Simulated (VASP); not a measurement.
# CaF2 (Fm-3m) in VASP: relaxation of cell and atoms with r2SCAN

Aim: the relaxation of cell and atoms of CaF2 with r2SCAN.

All numbers are computed with VASP 6.6.1; they aren't measurements. Logs are shortened: lines on timing, memory, paths and dates and some standing lists are left out, and cuts for length are marked.

### 1 The cell of the first run

The structure is cubic, space group Fm-3m (No. 225). The conventional cell has a = 5.462 Å, b = 5.462 Å, c = 5.462 Å, α = 90.00°, β = 90.00°, γ = 90.00°. Ca (site symmetry m-3m) has 8 F at 2.37 Å within 3.1 Å. Within 3.1 Å of F (site symmetry -43m) lie 4 Ca at 2.37 Å and 6 F at 2.73 Å.

### 2 Relaxation of cell and atoms, r2SCAN

POSCAR

```
CaF2
1.0
    0.0000000000      2.7310000000      2.7310000000
    2.7310000000      0.0000000000      2.7310000000
    2.7310000000      2.7310000000      0.0000000000
Ca F
1 2
Direct
    0.0000000000      0.0000000000      0.0000000000
    0.2500000000      0.2500000000      0.2500000000
    0.7500000000      0.7500000000      0.7500000000
```

INCAR.step1

```
ALGO = Normal ; EDIFF = 1E-5
EDIFFG = -0.005 ; ENCUT = 660
GGA = PE ; GGA_COMPAT = False
IBRION = 2 ; ISIF = 3
ISMEAR = -1 ; LASPH = True
LCHARG = False ; LREAL = False
LWAVE = True ; NELM = 120
NELMIN = 4 ; NSW = 100
PREC = Accurate ; SIGMA = 0.05
```

INCAR.step2

```
ALGO = Normal ; EDIFF = 1E-7
EDIFFG = -0.002 ; ENCUT = 660
GGA_COMPAT = False ; IBRION = 2
ISIF = 3 ; ISMEAR = -1
ISTART = 1 ; LASPH = True
LCHARG = False ; LMIXTAU = True
LREAL = False ; LWAVE = False
METAGGA = R2SCAN ; NELM = 120
NELMIN = 4 ; NSW = 100
PREC = Accurate ; SIGMA = 0.05
```

KPOINTS

```
k-points
0
Gamma
  14 14 14
```

Potentials or basis: VASP PAW PBE potentials, release 64 (Ca_sv, F).

Launch:

```
cat potpaw_PBE.64/Ca_sv/POTCAR potpaw_PBE.64/F/POTCAR > POTCAR
cp INCAR.step1 INCAR
mpirun -np 1 vasp_std > vasp.out
cp INCAR.step2 INCAR
mpirun -np 1 vasp_std > vasp.out
```

OUTCAR:

```text
EDIFF = 1E-7
   EDIFFG = -0.002
   ENCUT = 660
   IBRION = 2
   ISIF = 3
   ISMEAR = -1
   ISTART = 1
   LASPH = True
   LREAL = False
   METAGGA = R2SCAN
   NELM = 120
   NELMIN = 4
   NSW = 100
   PREC = Accurate

 ion  position               nearest neighbor table
   1  0.000  0.000  0.000-   3 2.37   3 2.37   3 2.37   2 2.37   3 2.37   2 2.37   2 2.37   2 2.37

   2  0.250  0.250  0.250-   1 2.37   1 2.37   1 2.37   1 2.37
   3  0.750  0.750  0.750-   1 2.37   1 2.37   1 2.37   1 2.37

  LATTYP: Found a face centered cubic cell.
 ALAT       =     5.4620000000

  Lattice vectors:

 A1 = (   0.0000000000,   2.7310000000,   2.7310000000)
 A2 = (   2.7310000000,   0.0000000000,   2.7310000000)
 A3 = (   2.7310000000,   2.7310000000,   0.0000000000)

Analysis of symmetry for initial positions (statically):
=====================================================================
 Subroutine PRICEL returns:
 Original cell was already a primitive cell.

 Routine SETGRP: Setting up the symmetry group for a
 face centered cubic supercell.

 Subroutine GETGRP returns: Found 48 space group operations
 (whereof 48 operations were pure point group operations)
 out of a pool of 48 trial point group operations.

The static configuration has the point symmetry O_h .

Analysis of symmetry for dynamics (positions and initial velocities):
=====================================================================
 Subroutine PRICEL returns:
 Original cell was already a primitive cell.

 Routine SETGRP: Setting up the symmetry group for a
 face centered cubic supercell.

 Subroutine GETGRP returns: Found 48 space group operations
 (whereof 48 operations were pure point group operations)
 out of a pool of 48 trial point group operations.

The dynamic configuration has the point symmetry O_h .

 Subroutine INISYM returns: Found 48 space group operations
 (whereof 48 operations are pure point group operations),
 and found     1 'primitive' translations

----------------------------------------------------------------------------------------

                                     Primitive cell

  volume of cell :      40.7376

  direct lattice vectors                    reciprocal lattice vectors
     0.000000000  2.731000000  2.731000000    -0.183083120  0.183083120  0.183083120
     2.731000000  0.000000000  2.731000000     0.183083120 -0.183083120  0.183083120
     2.731000000  2.731000000  0.000000000     0.183083120  0.183083120 -0.183083120

  length of vectors
     3.862217239  3.862217239  3.862217239     0.317109265  0.317109265  0.317109265

  position of ions in fractional coordinates (direct lattice)
     0.000000000  0.000000000  0.000000000
     0.250000000  0.250000000  0.250000000
     0.750000000  0.750000000  0.750000000

  ion indices of the primitive-cell ions
   primitive index   ion index
                 1           1
                 2           2
                 3           3

----------------------------------------------------------------------------------------

 KPOINTS: k-points

Automatic generation of k-mesh.
 Grid dimensions read from file:
 generate k-points for:   14   14   14

 Generating k-lattice:

  Cartesian coordinates                     Fractional coordinates (reciprocal lattice)
    -0.013077366  0.013077366  0.013077366     0.071428571  0.000000000  0.000000000
     0.013077366 -0.013077366  0.013077366     0.000000000  0.071428571  0.000000000
     0.013077366  0.013077366 -0.013077366     0.000000000  0.000000000  0.071428571

  Length of vectors
     0.022650662  0.022650662  0.022650662

  Shift w.r.t. Gamma in fractional coordinates (k-lattice)
     0.000000000  0.000000000  0.000000000

 Subroutine IBZKPT returns following result:
 ===========================================

 Found    104 irreducible k-points:

 Following reciprocal coordinates:
            Coordinates               Weight
  0.000000  0.000000  0.000000      1.000000
  0.071429  0.000000  0.000000      8.000000
  0.142857  0.000000  0.000000      8.000000
  0.214286  0.000000  0.000000      8.000000
  0.285714  0.000000  0.000000      8.000000
  0.357143  0.000000  0.000000      8.000000
[... 16 lines left out ...]
  0.214286  0.142857  0.000000     24.000000
  0.285714  0.142857  0.000000     24.000000
 [... further k-points ...]
   k-points           NKPTS =    104   k-points in BZ     NKDIM =    104   number of bands    NBANDS=     16
   number of dos      NEDOS =    301   number of ions     NIONS =      3
   total plane-waves  NPLWV =  32768
   dimension x,y,z NGX =    32 NGY =   32 NGZ =   32
   dimension x,y,z NGXF=    64 NGYF=   64 NGZF=   64
   ions per type =               1   2
   NGX,Y,Z   is equivalent  to a cutoff of  13.77, 13.77, 13.77 a.u.
   NGXF,Y,Z  is equivalent  to a cutoff of  27.55, 27.55, 27.55 a.u.
 SYSTEM =  unknown system
   PREC   = accura    normal or accurate (medium, high low for compatibility)
   ISTART =      1    job   : 0-new  1-cont  2-samecut
   ICHARG =      0    charge: 1-file 2-atom 10-const
   ISPIN  =      1    spin polarized calculation?
   LNONCOLLINEAR =      F non collinear calculations
   LSORBIT =      F    spin-orbit coupling
   LASPH  =      T    aspherical Exc in radial PAW
   ENCUT  =  660.0 eV  48.51 Ry    6.96 a.u.   8.09  8.09  8.09*2*pi/ulx,y,z
   NELM   =    120;   NELMIN=  4; NELMDL=  0     # of ELM steps
   EDIFF  = 0.1E-06   stopping-criterion for ELM
   LREAL  =      F    real-space projection
   EDIFFG = -.2E-02   stopping-criterion for IOM
   NSW    =    100    number of steps for IOM
   IBRION =      2    ionic relax: 0-MD 1-quasi-New 2-CG
   NFREE  =      1    steps in history (QN), initial steepest desc. (CG)
   ISIF   =      3    stress and relaxation
   ISYM   =      2    0-nonsym 1-usesym 2-fastsym
   POTIM  = 0.5000    time-step for ionic-motion
   TEBEG  =    0.0;   TEEND  =   0.0 temperature during run
   PSTRESS=    0.0 pullay stress
   NELECT =      24.0000    total number of electrons
   NUPDOWN=      -1.0000    fix difference up-down
   EMIN   =  10.00;   EMAX   =-10.00  energy-range for DOS
   EFERMI =   0.00;   METHOD = LEGACY
   ISMEAR =    -1;   SIGMA  =   0.05  broadening in eV -4-tet -1-fermi 0-gaus
   EFERMI_NEDOS =   21; number of points for ismear=-14 and -15
   IALGO  =     38    algorithm
   IMIX   =      4    mixing-type and parameters
     AMIX     =   0.40;   BMIX     =  1.00
     AMIX_MAG =   1.60;   BMIX_MAG =  1.00
  volume/ion in A,a.u.               =      13.58        91.64
  Fermi-wavevector in a.u.,A,eV,Ry     =   1.372398  2.593457 25.626266  1.883477
  Thomas-Fermi vector in A             =   2.498009
   LORBIT       =      0    0 simple, 1 ext, 2 COOP (PROOUT), +10 PAW based schemes
   METAGGA = R2SCAN    functional components
   LHFCALC =     F    Hartree Fock is set to
   AEXX    =    0.0000 exact exchange contribution
   IVDW    =     0    specifies the selected vdW correction
   LEPSILON=     F    determine dielectric tensor
   LRPA    =     F    only Hartree local field effects (RPA)
 conjugate gradient relaxation of ions
 non-spin polarized calculation
  energy-cutoff  :      660.00
  volume of cell :       40.74
 maximum number of plane-waves:      1588
   NGX = 17   NGY = 17   NGZ = 17

--------------------------------------- Ionic step        1  -------------------------------------------

 number of electron      23.9999989 magnetization

 Free energy of the ion-electron system (eV)
  ---------------------------------------------------
  ext. energy  EPLUGINS =         0.00000000
  ---------------------------------------------------
  free energy    TOTEN  =       -25.95981770 eV

  energy without entropy =      -25.95981770  energy(sigma->0) =      -25.95981770

------------------------ aborting loop because EDIFF is reached ----------------------------------------

  FORCE on cell =-STRESS in cart. coord.  units (eV):
  Direction    XX          YY          ZZ          XY          YZ          ZX
  --------------------------------------------------------------------------------------
  -------------------------------------------------------------------------------------
  Total       -0.1827054     -0.1827054     -0.1827054     -0.0000000      0.0000000      0.0000000
  in kB       -7.1856645     -7.1856645     -7.1856645     -0.0000000      0.0000000      0.0000000
  external PRESSURE =      -7.1856645 kB  Pullay stress =       0.0000000 kB

 VOLUME and BASIS-vectors are now :
 -----------------------------------------------------------------------------
  energy-cutoff  :      660.00
  volume of cell :       40.74
      direct lattice vectors                 reciprocal lattice vectors
     0.000000000  2.731000000  2.731000000    -0.183083120  0.183083120  0.183083120
     2.731000000  0.000000000  2.731000000     0.183083120 -0.183083120  0.183083120
     2.731000000  2.731000000  0.000000000     0.183083120  0.183083120 -0.183083120
[... 38 lines left out ...]
 POSITION                                       TOTAL-FORCE (eV/Angst)
 -----------------------------------------------------------------------------------
      2.72298      5.44595      2.72298         0.000000     -0.000000     -0.000000
      1.36149      1.36149      1.36149         0.000000      0.000000      0.000000
      4.08446      4.08446      4.08446        -0.000000     -0.000000     -0.000000
 -----------------------------------------------------------------------------------
    total drift:                               -0.000000     -0.000000      0.000000

  FREE ENERGIE OF THE ION-ELECTRON SYSTEM (eV)
  ---------------------------------------------------
  free  energy   TOTEN  =       -25.9605505910 eV

  energy  without entropy=      -25.9605505910  energy(sigma->0) =      -25.96055059

--------------------------------------- Ionic step        3  -------------------------------------------

 number of electron      23.9999987 magnetization

 Free energy of the ion-electron system (eV)
  ---------------------------------------------------
  ext. energy  EPLUGINS =         0.00000000
  ---------------------------------------------------
  free energy    TOTEN  =       -25.96055734 eV

  energy without entropy =      -25.96055734  energy(sigma->0) =      -25.96055734

 E-fermi :  -0.3980     XC(G=0): -10.2874

 val. band max:       -1.5038398443   @ k =   0.5000   0.5000   0.0000
 cond. band min:       6.4957122206   @ k =   0.0000   0.0000   0.0000
 fundamental gap:      7.9995520649
 Fermi energy:        -0.3980193578

 k-point     1 :       0.0000    0.0000    0.0000
  band No.  band energies     occupation
      1     -38.7094      2.00000
      2     -22.5866      2.00000
      3     -21.8253      2.00000
      4     -18.7724      2.00000
      5     -18.7724      2.00000
      6     -18.7724      2.00000
[... 8 lines left out ...]
     15       8.5378      0.00000
     16      10.7228      0.00000
[... 419 lines left out ...]
 k-point    24 :       0.2857    0.1429    0.0000
  band No.  band energies     occupation
      1     -38.6884      2.00000
      2     -22.6834      2.00000
      3     -21.9963      2.00000
      4     -18.8135      2.00000
      5     -18.7866      2.00000
      6     -18.5392      2.00000
[... 8 lines left out ...]
     15       8.8347      0.00000
     16      10.1221      0.00000

 [... further k-points ...]

------------------------ aborting loop because EDIFF is reached ----------------------------------------

  FORCE on cell =-STRESS in cart. coord.  units (eV):
  Direction    XX          YY          ZZ          XY          YZ          ZX
  --------------------------------------------------------------------------------------
  -------------------------------------------------------------------------------------
  Total        0.0015591      0.0015591      0.0015591      0.0000000      0.0000000      0.0000000
  in kB        0.0618180      0.0618180      0.0618180      0.0000000      0.0000000      0.0000000
  external PRESSURE =       0.0618180 kB  Pullay stress =       0.0000000 kB

 VOLUME and BASIS-vectors are now :
 -----------------------------------------------------------------------------
  energy-cutoff  :      660.00
  volume of cell :       40.41
      direct lattice vectors                 reciprocal lattice vectors
    -0.000000000  2.723628876  2.723628876    -0.183578609  0.183578609  0.183578609
     2.723628876  0.000000000  2.723628876     0.183578609 -0.183578609  0.183578609
     2.723628876  2.723628876  0.000000000     0.183578609  0.183578609 -0.183578609

 POSITION                                       TOTAL-FORCE (eV/Angst)
 -----------------------------------------------------------------------------------
      0.00000      0.00000      0.00000         0.000000      0.000000     -0.000000
      1.36181      1.36181      1.36181         0.000000     -0.000000     -0.000000
      4.08544      4.08544      4.08544        -0.000000      0.000000      0.000000
 -----------------------------------------------------------------------------------
    total drift:                                0.000000     -0.000000      0.000000

  FREE ENERGIE OF THE ION-ELECTRON SYSTEM (eV)
  ---------------------------------------------------
  free  energy   TOTEN  =       -25.9605573426 eV

  energy  without entropy=      -25.9605573426  energy(sigma->0) =      -25.96055734

 reached required accuracy - stopping structural energy minimisation
```

Run time: 18 min. Hardware: 1 thread of Oxide Virtual Turin-like, shared host; peak memory 0.24 GiB.

What came out:

- Free energy: -25.9606 eV
- Relaxed volume: 13.47 Å³/atom
- Relaxed cell: a = 3.852 Å, b = 3.852 Å, c = 3.852 Å, α = 60.00°, β = 60.00°, γ = 60.00°
- Space group after relaxing (to 0.1 Å): Fm-3m (No. 225)
- Energy gained by relaxing: 0.2 meV/atom
- Ionic steps: 3
- Pressure after relaxing: 0.0 GPa
- Band gap on the k mesh: 8.00 eV (least direct gap 8.26 eV)

The path:
| step | energy change (eV) | largest force (eV/Å) | pressure (GPa) | volume (Å³) |
| --- | --- | --- | --- | --- |
| 1 | 0.0000 | 0.0000 | -0.72 | 40.74 |
| 2 | -0.0007 | 0.0000 | 0.06 | 40.38 |
| 3 | -0.0007 | 0.0000 | 0.01 | 40.41 |

Final structure:
```cif
data_structure
_symmetry_space_group_name_H-M 'P 1'
_symmetry_Int_Tables_number 1
_cell_length_a 3.8518
_cell_length_b 3.8518
_cell_length_c 3.8518
_cell_angle_alpha 60.000
_cell_angle_beta 60.000
_cell_angle_gamma 60.000
_cell_volume 40.41
loop_
_atom_site_label
_atom_site_type_symbol
_atom_site_fract_x
_atom_site_fract_y
_atom_site_fract_z
_atom_site_occupancy
Ca1 Ca 0.00000 0.00000 0.00000 1
F1 F 0.25000 0.25000 0.25000 1
F2 F 0.75000 0.75000 0.75000 1
```

Caveat: the PAW data sets were made with another functional, which shifts forces and pressure a little. A k mesh can miss the band edges.
